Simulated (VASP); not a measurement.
# As (R-3m) in VASP: a series of runs, part 2 of 2

VASP 6.6.1. The steps go on from the part before.

## 5. Single point, PBEsol

This run uses another cell than the first one, of 20.84 Å³/atom.

File INCAR:

```
ALGO     = Normal         # electronic algorithm
EDIFF    = 1E-6           # SCF threshold, eV
ENCUT    = 520            # plane-wave cutoff, eV
GGA      = PS             # functional
ISIF     = 2              # what is computed and relaxed
ISMEAR   = 0              # smearing method
LASPH    = T              # aspherical terms in the spheres
LCHARG   = T              # write CHGCAR
LELF     = T              # ELF
LREAL    = F              # projectors in reciprocal space
LVHAR    = T            
LWAVE    = F              # write WAVECAR
NBANDS   = 12             # bands
NELM     = 100            # most SCF steps
PREC     = Accurate       # precision mode
SIGMA    = 0.1            # smearing width, eV
```

File KPOINTS:

```
k-points
0
Gamma
  12 12 12
```

File POSCAR:

```
As
1.0
    1.8914152400      1.0920090979      3.3632150867
   -1.8914152400      1.0920090979      3.3632150867
    0.0000000000     -2.1840181959      3.3632150867
As
2
Direct
    0.7698083082      0.7698083082      0.7698083082
    0.2301916918      0.2301916918      0.2301916918
```

Potentials or basis: VASP PAW PBE potentials, release 64 (As).

Run with:

```
$ cat potpaw_PBE.64/As/POTCAR > POTCAR
$ mpirun -np 1 vasp_std > vasp.out
```

OUTCAR:

```text
EDIFF = 1E-6
   ENCUT = 520
   GGA = PS
   ISIF = 2
   ISMEAR = 0
   LASPH = T
   LREAL = F
   NELM = 100
   PREC = Accurate

 ion  position               nearest neighbor table
   1  0.770  0.770  0.770-   2 2.53   2 2.53   2 2.53
   2  0.230  0.230  0.230-   1 2.53   1 2.53   1 2.53

  LATTYP: Found a trigonal (rhomboedric) cell.
 ALAT       =     4.0101310701
 COS(alpha) =     0.5550751852

  Lattice vectors:

 A1 = (   1.8914152400,   1.0920090979,   3.3632150867)
 A2 = (  -1.8914152400,   1.0920090979,   3.3632150867)
 A3 = (   0.0000000000,  -2.1840181959,   3.3632150867)

Analysis of symmetry for initial positions (statically):
=====================================================================
 Subroutine PRICEL returns:
 Original cell was already a primitive cell.

 Routine SETGRP: Setting up the symmetry group for a
 trigonal (rhombohedral) supercell.

 Subroutine GETGRP returns: Found 12 space group operations
 (whereof 12 operations were pure point group operations)
 out of a pool of 12 trial point group operations.

The static configuration has the point symmetry D_3d.

Analysis of symmetry for dynamics (positions and initial velocities):
=====================================================================
 Subroutine PRICEL returns:
 Original cell was already a primitive cell.

 Routine SETGRP: Setting up the symmetry group for a
 trigonal (rhombohedral) supercell.

 Subroutine GETGRP returns: Found 12 space group operations
 (whereof 12 operations were pure point group operations)
 out of a pool of 12 trial point group operations.

The dynamic configuration has the point symmetry D_3d.

 Subroutine INISYM returns: Found 12 space group operations
 (whereof 12 operations are pure point group operations),
 and found     1 'primitive' translations

----------------------------------------------------------------------------------------

[... 119 lines left out ...]
   AEXX    =    0.0000 exact exchange contribution
   IVDW    =     0    specifies the selected vdW correction
   LEPSILON=     F    determine dielectric tensor
   LRPA    =     F    only Hartree local field effects (RPA)
 non-spin polarized calculation
 Gauss-broadening in eV      SIGMA  =   0.10
  energy-cutoff  :      520.00
  volume of cell :       41.68
 maximum number of plane-waves:      1133
 NGX is ok and might be reduce to    30
   NGX = 15   NGY = 15   NGZ = 15

 number of electron      10.0000000 magnetization

 Free energy of the ion-electron system (eV)
  ---------------------------------------------------
  ext. energy  EPLUGINS =         0.00000000
  ---------------------------------------------------
  free energy    TOTEN  =       -10.21796796 eV

  energy without entropy =      -10.21756974  energy(sigma->0) =      -10.21776885

 E-fermi :   5.6312     XC(G=0): -10.2749

 val. band max:        5.5116404566   @ k =   0.4167   0.3333   0.3333
 cond. band min:       5.6462054937   @ k =   0.4167   0.0833   0.0833
 fundamental gap:      0.1345650371
 Fermi energy:         5.6312054475

 k-point     1 :       0.0000    0.0000    0.0000
  band No.  band energies     occupation
      1      -9.5198      2.00000
      2       0.0972      2.00000
      3       3.2708      2.00000
      4       3.5627      2.00000
      5       3.5627      2.00000
      6       7.7244      0.00000
      7       8.7677      0.00000
      8       8.7677      0.00000
      9      12.0870      0.00000
     10      12.0870      0.00000
     11      12.5078      0.00000
     12      14.1611      0.00000
[... 331 lines left out ...]
 k-point    24 :      -0.4167    0.1667   -0.0000
  band No.  band energies     occupation
      1      -6.4545      2.00000
      2      -5.4833      2.00000
      3       1.0496      2.00000
      4       2.8169      2.00000
      5       3.6469      2.00000
      6       6.7934      0.00000
      7       7.1212      0.00000
      8       9.2462      0.00000
      9      13.6383      0.00000
     10      14.5069      0.00000
     11      15.3532      0.00000
     12      18.1633      0.00000

 [... further k-points ...]

------------------------ aborting loop because EDIFF is reached ----------------------------------------

  FORCE on cell =-STRESS in cart. coord.  units (eV):
  Direction    XX          YY          ZZ          XY          YZ          ZX
  --------------------------------------------------------------------------------------
  -------------------------------------------------------------------------------------
  Total        0.1153858      0.1153858      0.0803832      0.0000000     -0.0000000      0.0000000
  in kB        4.4355141      4.4355141      3.0899884      0.0000000     -0.0000000      0.0000000
  external PRESSURE =       3.9870056 kB  Pullay stress =       0.0000000 kB

 VOLUME and BASIS-vectors are now :
 -----------------------------------------------------------------------------
  energy-cutoff  :      520.00
  volume of cell :       41.68
      direct lattice vectors                 reciprocal lattice vectors
     1.891415240  1.092009098  3.363215087     0.264352316  0.152623881  0.099111512
    -1.891415240  1.092009098  3.363215087    -0.264352316  0.152623881  0.099111512
     0.000000000 -2.184018196  3.363215087     0.000000000 -0.305247762  0.099111512

 POSITION                                       TOTAL-FORCE (eV/Angst)
 -----------------------------------------------------------------------------------
      0.00000     -0.00000      7.76709         0.000000      0.000000     -0.059063
      0.00000     -0.00000      2.32255         0.000000     -0.000000      0.059063
 -----------------------------------------------------------------------------------
    total drift:                                0.000000      0.000000      0.000000

  FREE ENERGIE OF THE ION-ELECTRON SYSTEM (eV)
  ---------------------------------------------------
  free  energy   TOTEN  =       -10.2179679605 eV

  energy  without entropy=      -10.2175697437  energy(sigma->0) =      -10.21776885
```

It took 32 s on 1 thread of AMD EPYC 9R45 (Zen 5), shared host; peak memory 0.19 GiB.

Results:

* Free energy: -10.2180 eV
* Pressure: 0.4 GPa
* Largest force: 0.059 eV/Å
* Band gap on the k mesh: zero (bands 5 and 6 overlap by 0.34 eV)

Forces on the atoms (eV/Å):
```
As   0.000  0.000 -0.059
As   0.000  0.000  0.059
```

Levels at points of the mesh, in eV from the Fermi level:
| k point | band 2 | band 3 | band 4 | band 5 | band 6 | band 7 | band 8 | band 9 |
| --- | --- | --- | --- | --- | --- | --- | --- | --- |
| (0.00, 0.00, 0.00) | -5.53 | -2.36 | -2.07 | -2.07 | 2.09 | 3.14 | 3.14 | 6.46 |
| (0.50, 0.00, 0.00) | -11.29 | -2.58 | -2.38 | -0.33 | -0.27 | 0.26 | 0.91 | 9.35 |
| (0.50, 0.50, 0.00) | -9.52 | -6.34 | -4.36 | -4.30 | 1.53 | 5.75 | 6.74 | 7.75 |
| (0.50, 0.50, 0.50) | -10.36 | -1.72 | -1.72 | -0.68 | 0.38 | 0.38 | 1.59 | 8.41 |

Caveat: the PAW data sets were made with another functional, which shifts forces and pressure a little.

## 6. Single point, PBEsol (21.46 Å³/atom)

This run uses another cell than the first one, of 21.46 Å³/atom.

File INCAR:

```
ALGO     = Normal         # electronic algorithm
EDIFF    = 1E-6           # SCF threshold, eV
ENCUT    = 520            # plane-wave cutoff, eV
GGA      = PS             # functional
ISIF     = 2              # what is computed and relaxed
ISMEAR   = 0              # smearing method
LASPH    = True           # aspherical terms in the spheres
LCHARG   = False          # write CHGCAR
LREAL    = False          # projectors in reciprocal space
LWAVE    = False          # write WAVECAR
NBANDS   = 12             # bands
NELM     = 100            # most SCF steps
PREC     = Accurate       # precision mode
SIGMA    = 0.1            # smearing width, eV
```

KPOINTS is that of step 5.

File POSCAR:

```
As
1.0
    1.8993231017      1.0965747041      3.4353258229
   -1.8993231017      1.0965747041      3.4353258229
    0.0000000000     -2.1931494082      3.4353258229
As
2
Direct
    0.7712023167      0.7712023167      0.7712023167
    0.2287976833      0.2287976833      0.2287976833
```

Potentials or basis: VASP PAW PBE potentials, release 64 (As).

Run with:

```
$ cat potpaw_PBE.64/As/POTCAR > POTCAR
$ mpirun -np 1 vasp_std > vasp.out
```

It took 32 s on 1 thread of AMD EPYC 9R45 (Zen 5), shared host; peak memory 0.19 GiB.

The run converged. Its results:

| Property | Result |
| --- | --- |
| Free energy | -10.2132 eV |
| Pressure | -1.0 GPa |
| Largest force | 0.056 eV/Å |
| Band gap on the k mesh | zero (bands 5 and 6 overlap by 0.31 eV) |

Forces in eV/Å, atoms in the order of the input:
```
As   0.000  0.000 -0.056
As   0.000  0.000  0.056
```

Stress tensor (GPa, compression positive):
```
-1.00  0.00  0.00
 0.00 -1.00  0.00
 0.00  0.00 -1.12
```

Levels at points of the mesh, in eV from the Fermi level:
| k point | band 2 | band 3 | band 4 | band 5 | band 6 | band 7 | band 8 | band 9 |
| --- | --- | --- | --- | --- | --- | --- | --- | --- |
| (0.00, 0.00, 0.00) | -5.69 | -2.33 | -1.97 | -1.97 | 1.94 | 3.05 | 3.05 | 6.63 |
| (0.50, 0.00, 0.00) | -11.09 | -2.59 | -2.45 | -0.32 | -0.26 | 0.32 | 1.13 | 9.16 |
| (0.50, 0.50, 0.00) | -9.52 | -6.08 | -4.19 | -4.12 | 1.57 | 5.57 | 6.72 | 7.46 |
| (0.50, 0.50, 0.50) | -10.11 | -1.66 | -1.66 | -0.69 | 0.57 | 0.57 | 1.67 | 8.22 |

Caveat: the PAW data sets were made with another functional, which shifts forces and pressure a little.

## 7. Overview

```tsv
cell	k mesh	gap on the mesh (eV)	pressure (GPa)	largest force (eV/Å)
a = 4.131 Å, angles 54.2°, 2 atoms, atomic positions A	6 × 6 × 6	none	0.6	0.33
a = 3.886 Å, angles 57.6°, 2 atoms, atomic positions B	12 × 12 × 12	none	4.4	0.06
a = 3.946 Å, angles 57.0°, 2 atoms, atomic positions C	12 × 12 × 12	none	2.2	0.07
a = 4.010 Å, angles 56.3°, 2 atoms, atomic positions D	12 × 12 × 12	none	0.4	0.06
a = 4.076 Å, angles 55.6°, 2 atoms, atomic positions E	12 × 12 × 12	none	-1.0	0.06
```

Alike in all rows: task single point; level PBEsol; potentials or basis VASP PAW PBE potentials, release 64 (As); no spin polarisation; cutoff (eV) 520; smearing gaussian 0.1 eV.

Caveats: the PAW data sets were made with another functional, which shifts forces and pressure a little; the cell stands under pressure (at least some runs).

Absolute energies hang on the potentials; compare differences alone.

The gap in the log of VASP goes by the Fermi energy; the results here count the filled bands.